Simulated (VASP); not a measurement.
# CsH (Pm-3m) in VASP: notebook

Aim: see how the results for CsH move with the level of theory and the settings. Levels: LDA, r2SCAN. Tasks: single point.

Program: VASP 6.6.1. These are calculated values, not measurements. Logs are shortened: lines on timing, memory, paths and dates and some standing lists are left out, and cuts for length are marked.

## Step 1: The cell of the first run

Symmetry: Pm-3m, No. 221, cubic system. Conventional cell: a = 3.813 Å, b = 3.813 Å, c = 3.813 Å, α = 90.00°, β = 90.00°, γ = 90.00°. Within 4.3 Å of Cs (site symmetry m-3m) lie 8 H at 3.30 Å and 6 Cs at 3.81 Å. H (site symmetry m-3m) has 8 Cs at 3.30 Å and 6 H at 3.81 Å within 4.3 Å.

## Step 2: Single point, LDA

Contents of INCAR:

```
PREC = Accurate ; ENCUT = 520
EDIFF = 1E-6 ; ISMEAR = 0
SIGMA = 0.01 ; LREAL = False
LASPH = True ; NELM = 100
ALGO = Normal ; ISIF = 2
LWAVE = False ; LCHARG = True
GGA = CA ; LELF = True
LVHAR = True ; NBANDS = 12
```

Contents of KPOINTS:

```
Automatic mesh
0
Gamma
  4 4 4
```

Contents of POSCAR:

```
CsH
1.0
    3.8130657953      0.0000000000      0.0000000000
    0.0000000000      3.8130657953      0.0000000000
    0.0000000000      0.0000000000      3.8130657953
Cs H
1 1
Direct
    0.0000000000      0.0000000000      0.0000000000
    0.5000000000      0.5000000000      0.5000000000
```

Potentials or basis: VASP PAW LDA potentials, release 64 (Cs_sv, H).

Launch:

```sh
> cat potpaw_LDA.64/Cs_sv/POTCAR potpaw_LDA.64/H/POTCAR > POTCAR
> mpirun -np 1 vasp_std > vasp.out
```

OUTCAR:

```text
PREC = Accurate
   ENCUT = 520
   EDIFF = 1E-6
   ISMEAR = 0
   LREAL = False
   LASPH = True
   NELM = 100
   ISIF = 2
   GGA = CA

 ion  position               nearest neighbor table
   1  0.000  0.000  0.000-
   2  0.500  0.500  0.500-

  LATTYP: Found a simple cubic cell.
 ALAT       =     3.8130657953

  Lattice vectors:

 A1 = (   3.8130657953,   0.0000000000,   0.0000000000)
 A2 = (   0.0000000000,   3.8130657953,   0.0000000000)
 A3 = (   0.0000000000,   0.0000000000,   3.8130657953)

Analysis of symmetry for initial positions (statically):
=====================================================================
 Subroutine PRICEL returns:
 Original cell was already a primitive cell.

 Routine SETGRP: Setting up the symmetry group for a
 simple cubic supercell.

 Subroutine GETGRP returns: Found 48 space group operations
 (whereof 48 operations were pure point group operations)
 out of a pool of 48 trial point group operations.

The static configuration has the point symmetry O_h .

Analysis of symmetry for dynamics (positions and initial velocities):
=====================================================================
 Subroutine PRICEL returns:
 Original cell was already a primitive cell.

 Routine SETGRP: Setting up the symmetry group for a
 simple cubic supercell.

 Subroutine GETGRP returns: Found 48 space group operations
 (whereof 48 operations were pure point group operations)
 out of a pool of 48 trial point group operations.

The dynamic configuration has the point symmetry O_h .

 Subroutine INISYM returns: Found 48 space group operations
 (whereof 48 operations are pure point group operations),
 and found     1 'primitive' translations

----------------------------------------------------------------------------------------

                                     Primitive cell

  volume of cell :      55.4400

  direct lattice vectors                    reciprocal lattice vectors
     3.813065795  0.000000000  0.000000000     0.262256162  0.000000000  0.000000000
     0.000000000  3.813065795  0.000000000     0.000000000  0.262256162  0.000000000
     0.000000000  0.000000000  3.813065795     0.000000000  0.000000000  0.262256162

  length of vectors
     3.813065795  3.813065795  3.813065795     0.262256162  0.262256162  0.262256162

  position of ions in fractional coordinates (direct lattice)
     0.000000000  0.000000000  0.000000000
     0.500000000  0.500000000  0.500000000

  ion indices of the primitive-cell ions
   primitive index   ion index
                 1           1
                 2           2

----------------------------------------------------------------------------------------

 KPOINTS: Automatic mesh

Automatic generation of k-mesh.
 Grid dimensions read from file:
 generate k-points for:    4    4    4

 Generating k-lattice:

  Cartesian coordinates                     Fractional coordinates (reciprocal lattice)
     0.065564040  0.000000000  0.000000000     0.250000000  0.000000000  0.000000000
     0.000000000  0.065564040  0.000000000     0.000000000  0.250000000  0.000000000
     0.000000000  0.000000000  0.065564040     0.000000000  0.000000000  0.250000000

  Length of vectors
     0.065564040  0.065564040  0.065564040

  Shift w.r.t. Gamma in fractional coordinates (k-lattice)
     0.000000000  0.000000000  0.000000000

 Subroutine IBZKPT returns following result:
 ===========================================

 Found     10 irreducible k-points:

 Following reciprocal coordinates:
            Coordinates               Weight
  0.000000  0.000000  0.000000      1.000000
  0.250000  0.000000  0.000000      6.000000
  0.500000  0.000000  0.000000      3.000000
  0.250000  0.250000  0.000000     12.000000
  0.500000  0.250000  0.000000     12.000000
  0.500000  0.500000  0.000000      3.000000
  0.250000  0.250000  0.250000      8.000000
  0.500000  0.250000  0.250000     12.000000
  0.500000  0.500000  0.250000      6.000000
  0.500000  0.500000  0.500000      1.000000
   k-points           NKPTS =     10   k-points in BZ     NKDIM =     10   number of bands    NBANDS=     12
   number of dos      NEDOS =    301   number of ions     NIONS =      2
   total plane-waves  NPLWV =  21952
   dimension x,y,z NGX =    28 NGY =   28 NGZ =   28
   dimension x,y,z NGXF=    56 NGYF=   56 NGZF=   56
   ions per type =               1   1
   NGX,Y,Z   is equivalent  to a cutoff of  12.21, 12.21, 12.21 a.u.
   NGXF,Y,Z  is equivalent  to a cutoff of  24.42, 24.42, 24.42 a.u.
 SYSTEM =  unknown system
   PREC   = accura    normal or accurate (medium, high low for compatibility)
   ISTART =      0    job   : 0-new  1-cont  2-samecut
   ICHARG =      2    charge: 1-file 2-atom 10-const
   ISPIN  =      1    spin polarized calculation?
   LNONCOLLINEAR =      F non collinear calculations
   LSORBIT =      F    spin-orbit coupling
   LASPH  =      T    aspherical Exc in radial PAW
   ENCUT  =  520.0 eV  38.22 Ry    6.18 a.u.   7.09  7.09  7.09*2*pi/ulx,y,z
   NELM   =    100;   NELMIN=  2; NELMDL= -5     # of ELM steps
   EDIFF  = 0.1E-05   stopping-criterion for ELM
   LREAL  =      F    real-space projection
   EDIFFG = 0.1E-04   stopping-criterion for IOM
   NSW    =      0    number of steps for IOM
   IBRION =     -1    ionic relax: 0-MD 1-quasi-New 2-CG
   NFREE  =      0    steps in history (QN), initial steepest desc. (CG)
   ISIF   =      2    stress and relaxation
   ISYM   =      2    0-nonsym 1-usesym 2-fastsym
   POTIM  = 0.5000    time-step for ionic-motion
   TEBEG  =    0.0;   TEEND  =   0.0 temperature during run
   PSTRESS=    0.0 pullay stress
   NELECT =      10.0000    total number of electrons
   NUPDOWN=      -1.0000    fix difference up-down
   EMIN   =  10.00;   EMAX   =-10.00  energy-range for DOS
   EFERMI =   0.00;   METHOD = LEGACY
   ISMEAR =     0;   SIGMA  =   0.01  broadening in eV -4-tet -1-fermi 0-gaus
   EFERMI_NEDOS =   21; number of points for ismear=-14 and -15
   IALGO  =     38    algorithm
   IMIX   =      4    mixing-type and parameters
     AMIX     =   0.40;   BMIX     =  1.00
     AMIX_MAG =   1.60;   BMIX_MAG =  1.00
  volume/ion in A,a.u.               =      27.72       187.06
  Fermi-wavevector in a.u.,A,eV,Ry     =   0.924983  1.747965 11.641063  0.855594
  Thomas-Fermi vector in A             =   2.050788
   LORBIT       =      0    0 simple, 1 ext, 2 COOP (PROOUT), +10 PAW based schemes
   GGA     = CA    functional components
   LHFCALC =     F    Hartree Fock is set to
   AEXX    =    0.0000 exact exchange contribution
   IVDW    =     0    specifies the selected vdW correction
   LEPSILON=     F    determine dielectric tensor
   LRPA    =     F    only Hartree local field effects (RPA)
 non-spin polarized calculation
 Gauss-broadening in eV      SIGMA  =   0.01
  energy-cutoff  :      520.00
  volume of cell :       55.44
 maximum number of plane-waves:      1510
   NGX = 15   NGY = 15   NGZ = 15

 number of electron      10.0000001 magnetization

 Free energy of the ion-electron system (eV)
  ---------------------------------------------------
  ext. energy  EPLUGINS =         0.00000000
  ---------------------------------------------------
  free energy    TOTEN  =        -4.90563824 eV

  energy without entropy =       -4.90563824  energy(sigma->0) =       -4.90563824

 E-fermi :   0.8208     XC(G=0):  -8.2060

 val. band max:        0.6932718675   @ k =   0.5000   0.5000   0.5000
 cond. band min:       2.9652221835   @ k =   0.5000   0.0000   0.0000
 fundamental gap:      2.2719503160
 Fermi energy:         0.8208460133

 k-point     1 :       0.0000    0.0000    0.0000
  band No.  band energies     occupation
      1     -21.1883      2.00000
      2      -7.2400      2.00000
      3      -7.2400      2.00000
      4      -7.2400      2.00000
      5      -1.4506      2.00000
      6       3.7392      0.00000
      7       3.7392      0.00000
      8       7.6831      0.00000
      9       9.9881      0.00000
     10       9.9881      0.00000
     11       9.9881      0.00000
     12      10.8242      0.00000

 k-point     2 :       0.2500    0.0000    0.0000
  band No.  band energies     occupation
      1     -21.1087      2.00000
      2      -8.1178      2.00000
      3      -7.1601      2.00000
      4      -7.1601      2.00000
      5      -0.6128      2.00000
      6       4.0892      0.00000
      7       4.1894      0.00000
      8       7.4088      0.00000
      9       7.6434      0.00000
     10       7.6434      0.00000
     11      10.2004      0.00000
     12      11.6828      0.00000

 k-point     3 :       0.5000    0.0000    0.0000
  band No.  band energies     occupation
      1     -21.0263      2.00000
      2      -8.8219      2.00000
      3      -7.0773      2.00000
      4      -7.0773      2.00000
      5       0.4186      2.00000
      6       2.9652      0.00000
      7       4.5405      0.00000
      8       6.5605      0.00000
      9       6.5605      0.00000
     10      10.0112      0.00000
     11      10.4418      0.00000
     12      10.9651      0.00000
[... 76 lines left out ...]
 k-point     9 :       0.5000    0.5000    0.2500
  band No.  band energies     occupation
      1     -20.7998      2.00000
      2      -8.3783      2.00000
      3      -8.3783      2.00000
      4      -7.6450      2.00000
      5      -0.1615      2.00000
      6       4.3082      0.00000
      7       4.3082      0.00000
      8       4.9102      0.00000
      9       7.1427      0.00000
     10      10.7237      0.00000
     11      10.7237      0.00000
     12      12.2335      0.00000

 k-point    10 :       0.5000    0.5000    0.5000
  band No.  band energies     occupation
      1     -20.7246      2.00000
      2      -8.2555      2.00000
      3      -8.2555      2.00000
      4      -8.2555      2.00000
      5       0.6933      2.00000
      6       3.1245      0.00000
      7       3.1245      0.00000
      8       3.1245      0.00000
      9      11.9837      0.00000
     10      11.9837      0.00000
     11      11.9837      0.00000
     12      12.3887      0.00000

------------------------ aborting loop because EDIFF is reached ----------------------------------------

  FORCE on cell =-STRESS in cart. coord.  units (eV):
  Direction    XX          YY          ZZ          XY          YZ          ZX
  --------------------------------------------------------------------------------------
  -------------------------------------------------------------------------------------
  Total       -0.6299115     -0.6299115     -0.6299115      0.0000000      0.0000000      0.0000000
  in kB      -18.2040156    -18.2040156    -18.2040156      0.0000000      0.0000000      0.0000000
  external PRESSURE =     -18.2040156 kB  Pullay stress =       0.0000000 kB

 VOLUME and BASIS-vectors are now :
 -----------------------------------------------------------------------------
  energy-cutoff  :      520.00
  volume of cell :       55.44
      direct lattice vectors                 reciprocal lattice vectors
     3.813065795  0.000000000  0.000000000     0.262256162  0.000000000  0.000000000
     0.000000000  3.813065795  0.000000000     0.000000000  0.262256162  0.000000000
     0.000000000  0.000000000  3.813065795     0.000000000  0.000000000  0.262256162

 POSITION                                       TOTAL-FORCE (eV/Angst)
 -----------------------------------------------------------------------------------
      0.00000      0.00000      0.00000         0.000000      0.000000      0.000000
      1.90653      1.90653      1.90653         0.000000      0.000000      0.000000
 -----------------------------------------------------------------------------------
    total drift:                                0.000000      0.000000      0.000000

  FREE ENERGIE OF THE ION-ELECTRON SYSTEM (eV)
  ---------------------------------------------------
  free  energy   TOTEN  =        -4.9056382412 eV

  energy  without entropy=       -4.9056382412  energy(sigma->0) =       -4.90563824
```

Run time: 5.1 s. Hardware: 1 thread of Intel Xeon 6975P-C, shared host; peak memory 0.14 GiB.

What came out:

```
Free energy            : -4.9056 eV
Pressure               : -1.8 GPa
Band gap on the k mesh : 2.27 eV, indirect (least direct gap 2.43 eV)
```

Caveat: spin-orbit coupling is left out, which moves the levels of the heavy elements.

(Continued in part 2 of 2.)
